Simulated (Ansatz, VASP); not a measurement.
**Two plane-wave programs on BN**

```xyz
4
Lattice="2.4982 0.0000 0.0000 -1.2491 2.1635 0.0000 0.0000 0.0000 6.6357" Properties=species:S:1:pos:R:3 pbc="T T T"
B     0.0000    1.4424    1.6589
B     1.2491    0.7212    4.9768
N     0.0000    1.4424    4.9768
N     1.2491    0.7212    1.6589
```

Alike in both runs: task electric field gradients; functional PBE; k mesh 14 × 14 × 5; occupations fermi-dirac, width 0.02 eV; no spin polarisation.

|  | VASP | Ansatz |
| --- | --- | --- |
| version | VASP 6.6.1 | Ansatz 0.2.0 |
| potentials or method | VASP PAW PBE potentials, release 64 (B, N) | plane-wave PAW, scalar-relativistic |
| plane-wave cutoff (eV) | 520 | 420 |
| valence electrons in the cell | 16 | 16 |

|  | VASP | Ansatz | Ansatz less VASP |
| --- | --- | --- | --- |
| gap on the k mesh at the Fermi level (eV) | 4.26 | 4.27 | +0.007 |
| pressure (GPa) | 5.1 | 5.1 | -0.07 |
| traceless stress, the component that is largest in VASP (GPa) | -2.30 | -2.09 | +0.209 |
| size of Vzz on the site where it differs most (V/Å²) | 35.3 | 28.3 | -6.95 |
